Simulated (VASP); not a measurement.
# RbBr (Fm-3m) in VASP: a series of runs

RbBr is run at these levels: r2SCAN, SVWN5; tasks: single point.

All numbers are computed with VASP 6.6.1; they aren't measurements. Logs are shortened: lines on timing, memory, paths and dates and some standing lists are left out, and cuts for length are marked.

### Step 1. The cell of the first run

It takes space group Fm-3m (No. 225, cubic). Conventional cell: a = 6.944 Å, b = 6.944 Å, c = 6.944 Å, α = 90.00°, β = 90.00°, γ = 90.00°. Within 4.6 Å of Rb (site symmetry m-3m) lie 6 Br at 3.47 Å. Within 4.6 Å of Br (site symmetry m-3m) lie 6 Rb at 3.47 Å.

### Step 2. Single point, r2SCAN

Contents of POSCAR:

```
RbBr
1.0
    0.0000000000      3.4720972769      3.4720972769
    3.4720972769      0.0000000000      3.4720972769
    3.4720972769      3.4720972769      0.0000000000
Rb Br
1 1
Direct
    0.0000000000      0.0000000000      0.0000000000
    0.5000000000      0.5000000000      0.5000000000
```

Contents of INCAR.step1:

```
SYSTEM = RbBr
PREC = Accurate ; ENCUT = 520
ISMEAR = -1 ; SIGMA = 0.05
LREAL = .FALSE. ; LASPH = .TRUE.
NELM = 80 ; NBANDS = 15
GGA = PE ; ALGO = Normal
EDIFF = 1E-4 ; LWAVE = .TRUE.
LCHARG = .FALSE.
```

Contents of INCAR.step2:

```
SYSTEM = RbBr
PREC = Accurate ; ENCUT = 520
EDIFF = 1E-6 ; ISMEAR = -1
SIGMA = 0.05 ; LREAL = .FALSE.
LASPH = .TRUE. ; NELM = 80
ALGO = Normal ; ISIF = 2
LWAVE = .FALSE. ; LCHARG = .TRUE.
METAGGA = R2SCAN ; LMIXTAU = .TRUE.
LELF = .TRUE. ; LVHAR = .TRUE.
NBANDS = 15 ; ISTART = 1
```

Contents of KPOINTS:

```
Automatic mesh
0
G
  7 7 7
  0 0 0
```

Potentials or basis: VASP PAW PBE potentials, release 64 (Rb_sv, Br).

On the command line:

```
> cat potpaw_PBE.64/Rb_sv/POTCAR potpaw_PBE.64/Br/POTCAR > POTCAR
> cp INCAR.step1 INCAR
> mpirun -np 1 vasp_std > vasp.out
> cp INCAR.step2 INCAR
> mpirun -np 1 vasp_std > vasp.out
```

OUTCAR:

```text
SYSTEM = RbBr
   PREC = Accurate
   ENCUT = 520
   EDIFF = 1E-6
   ISMEAR = -1
   LREAL = .FALSE.
   LASPH = .TRUE.
   NELM = 80
   ISIF = 2
   METAGGA = R2SCAN
   ISTART = 1

 ion  position               nearest neighbor table
   1  0.000  0.000  0.000-   2 3.47   2 3.47   2 3.47   2 3.47   2 3.47   2 3.47
   2  0.500  0.500  0.500-   1 3.47   1 3.47   1 3.47   1 3.47   1 3.47   1 3.47

  LATTYP: Found a face centered cubic cell.
 ALAT       =     6.9441945538

  Lattice vectors:

 A1 = (   0.0000000000,   3.4720972769,   3.4720972769)
 A2 = (   3.4720972769,   0.0000000000,   3.4720972769)
 A3 = (   3.4720972769,   3.4720972769,   0.0000000000)

Analysis of symmetry for initial positions (statically):
=====================================================================
 Subroutine PRICEL returns:
 Original cell was already a primitive cell.

 Routine SETGRP: Setting up the symmetry group for a
 face centered cubic supercell.

 Subroutine GETGRP returns: Found 48 space group operations
 (whereof 48 operations were pure point group operations)
 out of a pool of 48 trial point group operations.

The static configuration has the point symmetry O_h .

Analysis of symmetry for dynamics (positions and initial velocities):
=====================================================================
 Subroutine PRICEL returns:
 Original cell was already a primitive cell.

 Routine SETGRP: Setting up the symmetry group for a
 face centered cubic supercell.

 Subroutine GETGRP returns: Found 48 space group operations
 (whereof 48 operations were pure point group operations)
 out of a pool of 48 trial point group operations.

The dynamic configuration has the point symmetry O_h .

 Subroutine INISYM returns: Found 48 space group operations
 (whereof 48 operations are pure point group operations),
 and found     1 'primitive' translations

----------------------------------------------------------------------------------------

                                     Primitive cell

  volume of cell :      83.7155

  direct lattice vectors                    reciprocal lattice vectors
     0.000000000  3.472097277  3.472097277    -0.144005182  0.144005182  0.144005182
     3.472097277  0.000000000  3.472097277     0.144005182 -0.144005182  0.144005182
     3.472097277  3.472097277  0.000000000     0.144005182  0.144005182 -0.144005182

  length of vectors
     4.910287059  4.910287059  4.910287059     0.249424292  0.249424292  0.249424292

[... 83 lines left out ...]
   POTIM  = 0.5000    time-step for ionic-motion
   TEBEG  =    0.0;   TEEND  =   0.0 temperature during run
   PSTRESS=    0.0 pullay stress
   NELECT =      16.0000    total number of electrons
   NUPDOWN=      -1.0000    fix difference up-down
   EMIN   =  10.00;   EMAX   =-10.00  energy-range for DOS
   EFERMI =   0.00;   METHOD = LEGACY
   ISMEAR =    -1;   SIGMA  =   0.05  broadening in eV -4-tet -1-fermi 0-gaus
   EFERMI_NEDOS =   21; number of points for ismear=-14 and -15
   IALGO  =     38    algorithm
   IMIX   =      4    mixing-type and parameters
     AMIX     =   0.40;   BMIX     =  1.00
     AMIX_MAG =   1.60;   BMIX_MAG =  1.00
  volume/ion in A,a.u.               =      41.86       282.47
  Fermi-wavevector in a.u.,A,eV,Ry     =   0.943003  1.782017 12.099037  0.889254
  Thomas-Fermi vector in A             =   2.070667
   LORBIT       =      0    0 simple, 1 ext, 2 COOP (PROOUT), +10 PAW based schemes
   METAGGA = R2SCAN    functional components
   LHFCALC =     F    Hartree Fock is set to
   AEXX    =    0.0000 exact exchange contribution
   IVDW    =     0    specifies the selected vdW correction
   LEPSILON=     F    determine dielectric tensor
   LRPA    =     F    only Hartree local field effects (RPA)
 non-spin polarized calculation
  energy-cutoff  :      520.00
  volume of cell :       83.72
 maximum number of plane-waves:      2269
 NGX is ok and might be reduce to    40
   NGX = 19   NGY = 19   NGZ = 19

 number of electron      15.9999999 magnetization

 Free energy of the ion-electron system (eV)
  ---------------------------------------------------
  ext. energy  EPLUGINS =         0.00000000
  ---------------------------------------------------
  free energy    TOTEN  =       -31.15554048 eV

  energy without entropy =      -31.15554048  energy(sigma->0) =      -31.15554048

 E-fermi :  -1.2174     XC(G=0):  -7.4636

 val. band max:       -2.3014045836   @ k =   0.0000   0.0000   0.0000
 cond. band min:       2.5666732496   @ k =   0.0000   0.0000   0.0000
 fundamental gap:      4.8680778332
 Fermi energy:        -1.2173557589

 k-point     1 :       0.0000    0.0000    0.0000
  band No.  band energies     occupation
      1     -27.5412      2.00000
      2     -14.8762      2.00000
      3     -11.0673      2.00000
      4     -11.0673      2.00000
      5     -11.0673      2.00000
      6      -2.3014      2.00000
      7      -2.3014      2.00000
      8      -2.3014      2.00000
      9       2.5667      0.00000
     10       5.5703      0.00000
     11       5.5703      0.00000
     12       5.5703      0.00000
     13       6.6114      0.00000
     14       6.6114      0.00000
[... 329 lines left out ...]
      2     -14.8540      2.00000
      3     -11.1815      2.00000
      4     -11.1475      2.00000
      5     -11.0556      2.00000
      6      -2.7935      2.00000
      7      -2.6661      2.00000
      8      -2.5973      2.00000
      9       4.9378      0.00000
     10       5.6104      0.00000
     11       6.7223      0.00000
     12       7.0369      0.00000
     13       8.6972      0.00000
     14       8.9812      0.00000
     15       9.7268      0.00000

------------------------ aborting loop because EDIFF is reached ----------------------------------------

  FORCE on cell =-STRESS in cart. coord.  units (eV):
  Direction    XX          YY          ZZ          XY          YZ          ZX
  --------------------------------------------------------------------------------------
  -------------------------------------------------------------------------------------
  Total       -0.0476959     -0.0476959     -0.0476959     -0.0000000      0.0000000     -0.0000000
  in kB       -0.9128215     -0.9128215     -0.9128215     -0.0000000      0.0000000     -0.0000000
  external PRESSURE =      -0.9128215 kB  Pullay stress =       0.0000000 kB

 VOLUME and BASIS-vectors are now :
 -----------------------------------------------------------------------------
  energy-cutoff  :      520.00
  volume of cell :       83.72
      direct lattice vectors                 reciprocal lattice vectors
     0.000000000  3.472097277  3.472097277    -0.144005182  0.144005182  0.144005182
     3.472097277  0.000000000  3.472097277     0.144005182 -0.144005182  0.144005182
     3.472097277  3.472097277  0.000000000     0.144005182  0.144005182 -0.144005182

 POSITION                                       TOTAL-FORCE (eV/Angst)
 -----------------------------------------------------------------------------------
      0.00000      0.00000      0.00000         0.000000     -0.000000     -0.000000
      3.47210      3.47210      3.47210        -0.000000      0.000000      0.000000
 -----------------------------------------------------------------------------------
    total drift:                                0.000000     -0.000000      0.000000

  FREE ENERGIE OF THE ION-ELECTRON SYSTEM (eV)
  ---------------------------------------------------
  free  energy   TOTEN  =       -31.1555404761 eV

  energy  without entropy=      -31.1555404760  energy(sigma->0) =      -31.15554048
```

Run time: 3.3 min. Hardware: 1 thread of Intel Xeon 8259CL, shared host; peak memory 0.27 GiB.

What came out:

```yaml
Free_energy: -31.1555 eV
Pressure: -0.1 GPa
Band_gap_on_the_k_mesh: 4.87 eV
```

Levels at points of the mesh, in eV from the valence-band top:
```csv
k point,band 4,band 5,band 6,band 7,band 8,band 9,band 10,band 11,band 12,band 13
"(0.00, 0.00, 0.00)",-8.77,-8.77,0.00,0.00,0.00,4.87,7.87,7.87,7.87,8.91
```

Caveat: the PAW data sets were made with another functional, which shifts forces and pressure a little; an odd mesh through Γ misses points on the zone boundary, where band edges can lie.

### Step 3. Single point, r2SCAN

This run uses another cell than the first one, of 42.66 Å³/atom.

Contents of POSCAR:

```
RbBr
1.0
    0.0000000000      3.4942131424      3.4942131424
    3.4942131424      0.0000000000      3.4942131424
    3.4942131424      3.4942131424      0.0000000000
Rb Br
1 1
Direct
    0.0000000000      0.0000000000      0.0000000000
    0.5000000000      0.5000000000      0.5000000000
```

Contents of INCAR.step1:

```
SYSTEM = RbBr
PREC = Accurate
ENCUT = 520
ISMEAR = -1
SIGMA = 0.05
LREAL = .False.
LASPH = .True.
NELM = 60
NBANDS = 15
GGA = PE
ALGO = Normal
EDIFF = 1E-4
LWAVE = .True.
LCHARG = .False.
```

Contents of INCAR.step2:

```
SYSTEM = RbBr
PREC = Accurate
ENCUT = 520
EDIFF = 1E-6
ISMEAR = -1
SIGMA = 0.05
LREAL = .False.
LASPH = .True.
NELM = 60
ALGO = Normal
ISIF = 2
LWAVE = .False.
LCHARG = .False.
METAGGA = R2SCAN
LMIXTAU = .True.
NBANDS = 15
ISTART = 1
```

Contents of KPOINTS:

```
Automatic mesh
0
Gamma
  7 7 7
  0 0 0
```

Potentials or basis: VASP PAW PBE potentials, release 64 (Rb_sv, Br).

On the command line:

```
> cat potpaw_PBE.64/Rb_sv/POTCAR potpaw_PBE.64/Br/POTCAR > POTCAR
> cp INCAR.step1 INCAR
> mpirun -np 1 vasp_std > vasp.out
> cp INCAR.step2 INCAR
> mpirun -np 1 vasp_std > vasp.out
```

It took 3.3 min on 1 thread of Intel Xeon 8259CL, shared host; peak memory 0.27 GiB.

Results (log left out):

* Free energy: -31.1534 eV
* Pressure: -0.3 GPa
* Band gap on the k mesh: 4.82 eV

Levels at points of the mesh, in eV from the valence-band top:
```tsv
k point	band 5	band 6	band 7	band 8	band 9	band 10	band 11	band 12
(0.00, 0.00, 0.00)	-8.81	0.00	0.00	0.00	4.82	7.87	7.87	7.87
```

Caveat: the PAW data sets were made with another functional, which shifts forces and pressure a little; an odd mesh through Γ misses points on the zone boundary, where band edges can lie.

### Step 4. Single point, SVWN5, non-collinear spin, zero start, spin-orbit coupling

This run uses another cell than the first one, of 40.25 Å³/atom.

Contents of INCAR:

```
SYSTEM = RbBr
  PREC = Accurate
  ENCUT = 520
  EDIFF = 1E-6
  ISMEAR = 1
  SIGMA = 0.05
  LREAL = .False.
  LASPH = .True.
  NELM = 150
  ALGO = Normal
  ISIF = 2
  LWAVE = .False.
  LCHARG = .True.
  LNONCOLLINEAR = .True.
  MAGMOM = 0 0 0 0 0 0
  LORBIT = 11
  LSORBIT = .True.
  GGA_COMPAT = .False.
  LORBMOM = .True.
  GGA = VW
  LVHAR = .True.
  NBANDS = 28
```

Contents of KPOINTS:

```
regular mesh
0
Gamma
  7 7 7
  0 0 0
```

Contents of POSCAR:

```
RbBr
1.0
    0.0000000000      3.4270000000      3.4270000000
    3.4270000000      0.0000000000      3.4270000000
    3.4270000000      3.4270000000      0.0000000000
Rb Br
1 1
Direct
    0.0000000000      0.0000000000      0.0000000000
    0.5000000000      0.5000000000      0.5000000000
```

On the command line:

```
> cat potpaw_PBE.64/Rb_sv/POTCAR potpaw_PBE.64/Br/POTCAR > POTCAR
> mpirun -np 1 vasp_ncl > vasp.out
```

Wall time 2.1 min (1 thread of AMD EPYC 7R43 (Zen 3), shared host); peak memory 0.29 GiB.

It converged, with:

```yaml
Free_energy: 67.9869 eV
Pressure: -1.2 GPa
Net_moment: 0.00 μB per cell
Valence_electrons_inside_the_program's_atomic_spheres: Rb 7.31; Br 4.85
```

Moments on the atoms (μB; x, y, z):
```
Rb  0.00 0.00 0.00
Br  0.00 0.00 0.00
```

Caveat: the PAW data sets were made with another functional, which shifts forces and pressure a little.

### Step 5. Overview

```tsv
level	spin	cell	smearing	gap on the mesh (eV)	pressure (GPa)
r2SCAN	off	a = 4.910 Å, angles 60.0°, 2 atoms	fermi-dirac 0.05 eV	4.87	-0.1
r2SCAN	off	a = 4.942 Å, angles 60.0°, 2 atoms	fermi-dirac 0.05 eV	4.82	-0.3
SVWN5	non-collinear, zero start, SOC	a = 4.847 Å, angles 60.0°, 2 atoms	methfessel-paxton 0.05 eV	-	-1.2
```

Alike in all rows: task single point; potentials or basis VASP PAW PBE potentials, release 64 (Rb_sv, Br); k mesh 7 × 7 × 7; cutoff (eV) 520.

Caveats: the PAW data sets were made with another functional, which shifts forces and pressure a little; an odd mesh through Γ misses points on the zone boundary, where band edges can lie (at least some runs).

Total energies depend on the potentials used, so only differences within one code and one set of settings carry meaning.
